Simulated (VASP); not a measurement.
# Ni (Fm-3m) in VASP: a series of runs, part 2 of 3

VASP 6.6.1.

### Step 3. Single point, PBE, collinear spin, ferromagnetic start

This run uses another cell than the first one, of 10.91 Å³/atom, 1.020 times its volume.

The input, INCAR:

```
SYSTEM = Ni
  PREC = Accurate
  ENCUT = 520
  EDIFF = 1E-6
  ISMEAR = -1
  SIGMA = 0.05
  LREAL = .FALSE.
  LASPH = .TRUE.
  NELM = 150
  ALGO = Normal
  ISIF = 2
  LWAVE = .FALSE.
  LCHARG = .FALSE.
  ISPIN = 2
  MAGMOM = 1
  LORBIT = 11
  LMAXMIX = 4
  GGA = PE
  NBANDS = 15
```

The input, KPOINTS:

```
regular mesh
0
G
  13 13 13
  0 0 0
```

The input, POSCAR:

```
Ni
1.0
    0.0000000000      1.7604383569      1.7604383569
    1.7604383569      0.0000000000      1.7604383569
    1.7604383569      1.7604383569      0.0000000000
Ni
1
Direct
    0.0000000000      0.0000000000      0.0000000000
```

Potentials or basis: VASP PAW PBE potentials, release 64 (Ni).

Run with:

```
cat potpaw_PBE.64/Ni/POTCAR > POTCAR
mpirun -np 1 vasp_std > vasp.out
```

OUTCAR:

```text
SYSTEM = Ni
   PREC = Accurate
   ENCUT = 520
   EDIFF = 1E-6
   ISMEAR = -1
   LREAL = .FALSE.
   LASPH = .TRUE.
   NELM = 150
   ISIF = 2
   ISPIN = 2
   LORBIT = 11
   GGA = PE

 ion  position               nearest neighbor table
   1  0.000  0.000  0.000-

  LATTYP: Found a face centered cubic cell.
 ALAT       =     3.5208767138

  Lattice vectors:

 A1 = (   0.0000000000,   1.7604383569,   1.7604383569)
 A2 = (   1.7604383569,   0.0000000000,   1.7604383569)
 A3 = (   1.7604383569,   1.7604383569,   0.0000000000)

Analysis of symmetry for initial positions (statically):
=====================================================================
 Subroutine PRICEL returns:
 Original cell was already a primitive cell.

 Routine SETGRP: Setting up the symmetry group for a
 face centered cubic supercell.

 Subroutine GETGRP returns: Found 48 space group operations
 (whereof 48 operations were pure point group operations)
 out of a pool of 48 trial point group operations.

The static configuration has the point symmetry O_h .

Analysis of symmetry for dynamics (positions and initial velocities):
=====================================================================
 Subroutine PRICEL returns:
 Original cell was already a primitive cell.

 Routine SETGRP: Setting up the symmetry group for a
 face centered cubic supercell.

 Subroutine GETGRP returns: Found 48 space group operations
 (whereof 48 operations were pure point group operations)
 out of a pool of 48 trial point group operations.

The dynamic configuration has the point symmetry O_h .

Analysis of structural, dynamic, and magnetic symmetry:
=====================================================================
 Subroutine PRICEL returns:
 Original cell was already a primitive cell.

 Routine SETGRP: Setting up the symmetry group for a
 face centered cubic supercell.

 Subroutine GETGRP returns: Found 48 space group operations
 (whereof 48 operations were pure point group operations)
 out of a pool of 48 trial point group operations.

The overall configuration has the point symmetry O_h .

[... 151 lines left out ...]

 k-point     1 :       0.0000    0.0000    0.0000
  band No.  band energies     occupation
      1       0.3437      1.00000
      2       6.9104      1.00000
      3       6.9104      1.00000
      4       6.9104      1.00000
      5       8.0836      1.00000
      6       8.0836      1.00000
      7      33.0307      0.00000
      8      36.8712      0.00000
      9      36.8712      0.00000
     10      36.8712      0.00000
     11      39.7990      0.00000
     12      39.7990      0.00000
     13      39.7990      0.00000
     14      42.7726      0.00000
[... 403 lines left out ...]
      4       7.3191      1.00000
      5       8.7591      0.99999
      6      10.1603      0.00000
      7      17.1999      0.00000
      8      28.1029      0.00000
      9      29.7534      0.00000
     10      31.8979      0.00000
     11      41.8670      0.00000
     12      42.0973      0.00000
     13      45.0414      0.00000
     14      48.3058      0.00000
     15      55.3892      0.00000

 [... further k-points ...]

 spin component 2

 k-point     1 :       0.0000    0.0000    0.0000
  band No.  band energies     occupation
      1       0.3117      1.00000
      2       7.6614      1.00000
      3       7.6614      1.00000
      4       7.6614      1.00000
      5       8.6652      1.00000
      6       8.6652      1.00000
      7      32.8742      0.00000
      8      36.8538      0.00000
      9      36.8538      0.00000
     10      36.8538      0.00000
     11      39.9030      0.00000
     12      39.9030      0.00000
     13      39.9030      0.00000
     14      42.6488      0.00000
[... 403 lines left out ...]
      4       7.9536      1.00000
      5       9.5068      0.03363
      6      10.6218      0.00000
      7      17.4625      0.00000
      8      28.1333      0.00000
      9      29.8286      0.00000
     10      31.9474      0.00000
     11      41.8424      0.00000
     12      42.1251      0.00000
     13      45.0923      0.00000
     14      48.4775      0.00000
     15      56.7688      0.00000

 [... further k-points ...]
[... 5 lines left out ...]
  --------------------------------------------------------------------------------------
  -------------------------------------------------------------------------------------
  Total       -0.0298225     -0.0298225     -0.0298225      0.0000000      0.0000000     -0.0000000
  in kB       -4.3788662     -4.3788662     -4.3788662      0.0000000      0.0000000     -0.0000000
  external PRESSURE =      -4.3788662 kB  Pullay stress =       0.0000000 kB

 VOLUME and BASIS-vectors are now :
 -----------------------------------------------------------------------------
  energy-cutoff  :      520.00
  volume of cell :       10.91
      direct lattice vectors                 reciprocal lattice vectors
     0.000000000  1.760438357  1.760438357    -0.284020169  0.284020169  0.284020169
     1.760438357  0.000000000  1.760438357     0.284020169 -0.284020169  0.284020169
     1.760438357  1.760438357  0.000000000     0.284020169  0.284020169 -0.284020169

 POSITION                                       TOTAL-FORCE (eV/Angst)
 -----------------------------------------------------------------------------------
      0.00000      0.00000      0.00000        -0.000000     -0.000000      0.000000
 -----------------------------------------------------------------------------------
    total drift:                                0.000000      0.000000      0.000000

  FREE ENERGIE OF THE ION-ELECTRON SYSTEM (eV)
  ---------------------------------------------------
  free  energy   TOTEN  =        -5.4799950872 eV

  energy  without entropy=       -5.4666088637  energy(sigma->0) =       -5.47330198

 total charge

# of ion       s       p       d       tot
------------------------------------------
    1        0.496   0.495   8.314   9.305

 magnetization (x)

# of ion       s       p       d       tot
------------------------------------------
    1       -0.006  -0.024   0.667   0.637
```

OSZICAR:

```text
N       E                     dE             d eps       ncg     rms          rms(c)
DAV:   1     0.317170010390E+02    0.31717E+02   -0.41717E+03  5383   0.851E+02
DAV:   2    -0.512995298903E+01   -0.36847E+02   -0.34225E+02  5586   0.159E+02
DAV:   3    -0.648980405717E+01   -0.13599E+01   -0.13364E+01  6251   0.300E+01
DAV:   4    -0.649804131833E+01   -0.82373E-02   -0.82361E-02  6014   0.223E+00
DAV:   5    -0.649814285553E+01   -0.10154E-03   -0.10153E-03  6415   0.223E-01    0.989E+00
DAV:   6    -0.582799824712E+01    0.67014E+00   -0.13444E+01  7294   0.404E+01    0.596E+00
DAV:   7    -0.549738421481E+01    0.33061E+00   -0.23707E+00  6813   0.152E+01    0.189E+00
DAV:   8    -0.548298017200E+01    0.14404E-01   -0.22898E-02  6249   0.104E+00    0.940E-01
DAV:   9    -0.548049291307E+01    0.24873E-02   -0.18698E-03  8309   0.264E-01    0.247E-01
DAV:  10    -0.548000266894E+01    0.49024E-03   -0.45640E-04  8414   0.112E-01    0.329E-02
DAV:  11    -0.547999424950E+01    0.84194E-05   -0.23074E-05  7614   0.287E-02    0.322E-02
DAV:  12    -0.547999508722E+01   -0.83771E-06   -0.11514E-06  5296   0.709E-03
   1 F= -.54799951E+01 E0= -.54733020E+01  d E =-.133862E-01  mag=     0.6257
```

Run time: 46 s. Hardware: 1 thread of Intel Xeon Platinum 8259CL at 2.50GHz (Skylake/Cascade Lake), shared host; peak memory 0.14 GiB.

What came out:

```yaml
Free_energy: -5.4800 eV
Pressure: -0.4 GPa
Net_moment: 0.63 μB per cell
Site_moments: Ni +0.64 μB
Valence_electrons_inside_the_program's_atomic_spheres: Ni 9.30
```

### Step 4. Single point, PBE, collinear spin, ferromagnetic start

This run uses another cell than the first one, of 11.12 Å³/atom, 1.039 times its volume.

The input, INCAR:

```
SYSTEM = Ni
  ALGO = Normal
  EDIFF = 1E-6
  ENCUT = 520
  GGA = PE
  ISIF = 2
  ISMEAR = -1
  ISPIN = 2
  LASPH = .True.
  LCHARG = .True.
  LELF = .True.
  LMAXMIX = 4
  LORBIT = 11
  LREAL = .False.
  LVHAR = .True.
  LWAVE = .False.
  MAGMOM = 1
  NBANDS = 15
  NELM = 150
  PREC = Accurate
  SIGMA = 0.05
```

The input, KPOINTS:

```
k-points
0
Gamma
  13 13 13
  0 0 0
```

The input, POSCAR:

```
Ni
1.0
    0.0000000000      1.7716516424      1.7716516424
    1.7716516424      0.0000000000      1.7716516424
    1.7716516424      1.7716516424      0.0000000000
Ni
1
Direct
    0.0000000000      0.0000000000      0.0000000000
```

Potentials or basis: VASP PAW PBE potentials, release 64 (Ni).

Run with:

```
cat potpaw_PBE.64/Ni/POTCAR > POTCAR
mpirun -np 1 vasp_std > vasp.out
```

OUTCAR:

```text
SYSTEM = Ni
   EDIFF = 1E-6
   ENCUT = 520
   GGA = PE
   ISIF = 2
   ISMEAR = -1
   ISPIN = 2
   LASPH = .True.
   LORBIT = 11
   LREAL = .False.
   NELM = 150
   PREC = Accurate

 ion  position               nearest neighbor table
   1  0.000  0.000  0.000-

  LATTYP: Found a face centered cubic cell.
 ALAT       =     3.5433032848

  Lattice vectors:

 A1 = (   0.0000000000,   1.7716516424,   1.7716516424)
 A2 = (   1.7716516424,   0.0000000000,   1.7716516424)
 A3 = (   1.7716516424,   1.7716516424,   0.0000000000)

Analysis of symmetry for initial positions (statically):
=====================================================================
 Subroutine PRICEL returns:
 Original cell was already a primitive cell.

 Routine SETGRP: Setting up the symmetry group for a
 face centered cubic supercell.

 Subroutine GETGRP returns: Found 48 space group operations
 (whereof 48 operations were pure point group operations)
 out of a pool of 48 trial point group operations.

The static configuration has the point symmetry O_h .

Analysis of symmetry for dynamics (positions and initial velocities):
=====================================================================
 Subroutine PRICEL returns:
 Original cell was already a primitive cell.

 Routine SETGRP: Setting up the symmetry group for a
 face centered cubic supercell.

 Subroutine GETGRP returns: Found 48 space group operations
 (whereof 48 operations were pure point group operations)
 out of a pool of 48 trial point group operations.

The dynamic configuration has the point symmetry O_h .

Analysis of structural, dynamic, and magnetic symmetry:
=====================================================================
 Subroutine PRICEL returns:
 Original cell was already a primitive cell.

 Routine SETGRP: Setting up the symmetry group for a
 face centered cubic supercell.

 Subroutine GETGRP returns: Found 48 space group operations
 (whereof 48 operations were pure point group operations)
 out of a pool of 48 trial point group operations.

The overall configuration has the point symmetry O_h .

 Subroutine INISYM returns: Found 48 space group operations
 (whereof 48 operations are pure point group operations),
 and found     1 'primitive' translations

----------------------------------------------------------------------------------------

                                     Primitive cell

  volume of cell :      11.1215

  direct lattice vectors                    reciprocal lattice vectors
     0.000000000  1.771651642  1.771651642    -0.282222525  0.282222525  0.282222525
     1.771651642  0.000000000  1.771651642     0.282222525 -0.282222525  0.282222525
     1.771651642  1.771651642  0.000000000     0.282222525  0.282222525 -0.282222525

  length of vectors
     2.505493780  2.505493780  2.505493780     0.488823752  0.488823752  0.488823752

  position of ions in fractional coordinates (direct lattice)
     0.000000000  0.000000000  0.000000000

  ion indices of the primitive-cell ions
   primitive index   ion index
                 1           1

----------------------------------------------------------------------------------------

 KPOINTS: k-points

Automatic generation of k-mesh.
 Grid dimensions read from file:
 generate k-points for:   13   13   13

 Generating k-lattice:

  Cartesian coordinates                     Fractional coordinates (reciprocal lattice)
[... 63 lines left out ...]
   NSW    =      0    number of steps for IOM
   IBRION =     -1    ionic relax: 0-MD 1-quasi-New 2-CG
   NFREE  =      0    steps in history (QN), initial steepest desc. (CG)
   ISIF   =      2    stress and relaxation
   ISYM   =      2    0-nonsym 1-usesym 2-fastsym
   POTIM  = 0.5000    time-step for ionic-motion
   TEBEG  =    0.0;   TEEND  =   0.0 temperature during run
   PSTRESS=    0.0 pullay stress
   NELECT =      10.0000    total number of electrons
   NUPDOWN=      -1.0000    fix difference up-down
   EMIN   =  10.00;   EMAX   =-10.00  energy-range for DOS
   EFERMI =   0.00;   METHOD = LEGACY
   ISMEAR =    -1;   SIGMA  =   0.05  broadening in eV -4-tet -1-fermi 0-gaus
   EFERMI_NEDOS =   21; number of points for ismear=-14 and -15
   IALGO  =     38    algorithm
   IMIX   =      4    mixing-type and parameters
     AMIX     =   0.40;   BMIX     =  1.00
     AMIX_MAG =   1.60;   BMIX_MAG =  1.00
  volume/ion in A,a.u.               =      11.12        75.05
  Fermi-wavevector in a.u.,A,eV,Ry     =   1.580107  2.985969 33.970185  2.496738
  Thomas-Fermi vector in A             =   2.680385
   LORBIT       =     11    0 simple, 1 ext, 2 COOP (PROOUT), +10 PAW based schemes
   GGA     = PE    functional components
   LHFCALC =     F    Hartree Fock is set to
   AEXX    =    0.0000 exact exchange contribution
   IVDW    =     0    specifies the selected vdW correction
   LEPSILON=     F    determine dielectric tensor
   LRPA    =     F    only Hartree local field effects (RPA)
 spin polarized calculation
  energy-cutoff  :      520.00
  volume of cell :       11.12
 maximum number of plane-waves:       310
   NGX =  9   NGY =  9   NGZ =  9

 number of electron      10.0000009 magnetization       0.6265253

 Free energy of the ion-electron system (eV)
  ---------------------------------------------------
  ext. energy  EPLUGINS =         0.00000000
  ---------------------------------------------------
  free energy    TOTEN  =        -5.47700114 eV

  energy without entropy =       -5.46328474  energy(sigma->0) =       -5.47014294

 E-fermi :   9.0737     XC(G=0): -13.1262

 val. band max:        9.0696461002   @ k =  -0.3846   0.0769   0.0000
 cond. band min:       9.0819941644   @ k =   0.3846   0.3846   0.0000
 fundamental gap:      0.0123480642
 Fermi energy:         9.0736946877

 spin component 1

 k-point     1 :       0.0000    0.0000    0.0000
  band No.  band energies     occupation
      1       0.2098      1.00000
      2       6.6910      1.00000
      3       6.6910      1.00000
      4       6.6910      1.00000
      5       7.8346      1.00000
      6       7.8346      1.00000
      7      32.6026      0.00000
      8      36.2947      0.00000
      9      36.2947      0.00000
     10      36.2947      0.00000
     11      39.1635      0.00000
     12      39.1635      0.00000
     13      39.1635      0.00000
     14      42.1799      0.00000
[... 403 lines left out ...]
      4       7.0912      1.00000
      5       8.4883      0.99999
      6       9.8720      0.00000
      7      16.7972      0.00000
      8      27.6288      0.00000
      9      29.2226      0.00000
     10      31.3589      0.00000
     11      41.2586      0.00000
     12      41.4577      0.00000
     13      44.3266      0.00000
     14      47.5721      0.00000
     15      55.0893      0.00000

 [... further k-points ...]

 spin component 2

 k-point     1 :       0.0000    0.0000    0.0000
  band No.  band energies     occupation
      1       0.1754      1.00000
      2       7.4447      1.00000
      3       7.4447      1.00000
      4       7.4447      1.00000
      5       8.4165      1.00000
      6       8.4165      1.00000
      7      32.4413      0.00000
      8      36.2780      0.00000
      9      36.2780      0.00000
     10      36.2780      0.00000
     11      39.2643      0.00000
     12      39.2643      0.00000
     13      39.2643      0.00000
     14      42.0534      0.00000
[... 403 lines left out ...]
      4       7.7273      1.00000
      5       9.2369      0.03680
      6      10.3325      0.00000
      7      17.0559      0.00000
      8      27.6579      0.00000
      9      29.2953      0.00000
     10      31.4045      0.00000
     11      41.2302      0.00000
     12      41.4832      0.00000
     13      44.3744      0.00000
     14      47.7279      0.00000
     15      56.4450      0.00000

 [... further k-points ...]
[... 5 lines left out ...]
  --------------------------------------------------------------------------------------
  -------------------------------------------------------------------------------------
  Total       -0.2759132     -0.2759132     -0.2759132      0.0000000      0.0000000      0.0000000
  in kB      -39.7482538    -39.7482538    -39.7482538      0.0000000      0.0000000      0.0000000
  external PRESSURE =     -39.7482538 kB  Pullay stress =       0.0000000 kB

 VOLUME and BASIS-vectors are now :
 -----------------------------------------------------------------------------
  energy-cutoff  :      520.00
  volume of cell :       11.12
      direct lattice vectors                 reciprocal lattice vectors
     0.000000000  1.771651642  1.771651642    -0.282222525  0.282222525  0.282222525
     1.771651642  0.000000000  1.771651642     0.282222525 -0.282222525  0.282222525
     1.771651642  1.771651642  0.000000000     0.282222525  0.282222525 -0.282222525

 POSITION                                       TOTAL-FORCE (eV/Angst)
 -----------------------------------------------------------------------------------
      0.00000      0.00000      0.00000        -0.000000     -0.000000      0.000000
 -----------------------------------------------------------------------------------
    total drift:                                0.000000      0.000000      0.000000

  FREE ENERGIE OF THE ION-ELECTRON SYSTEM (eV)
  ---------------------------------------------------
  free  energy   TOTEN  =        -5.4770011382 eV

  energy  without entropy=       -5.4632847353  energy(sigma->0) =       -5.47014294

 total charge

# of ion       s       p       d       tot
------------------------------------------
    1        0.488   0.478   8.305   9.272

 magnetization (x)

# of ion       s       p       d       tot
------------------------------------------
    1       -0.006  -0.024   0.670   0.640
```

Run time: 48 s. Hardware: 1 thread of Intel Xeon Platinum 8259CL at 2.50GHz (Skylake/Cascade Lake), shared host; peak memory 0.14 GiB.

Results:

- Free energy: -5.4770 eV
- Pressure: -4.0 GPa
- Net moment: 0.63 μB per cell
- Site moments: Ni +0.64 μB
- Valence electrons inside the program's atomic spheres: Ni 9.27

(Part 2 of 3 ends here.)
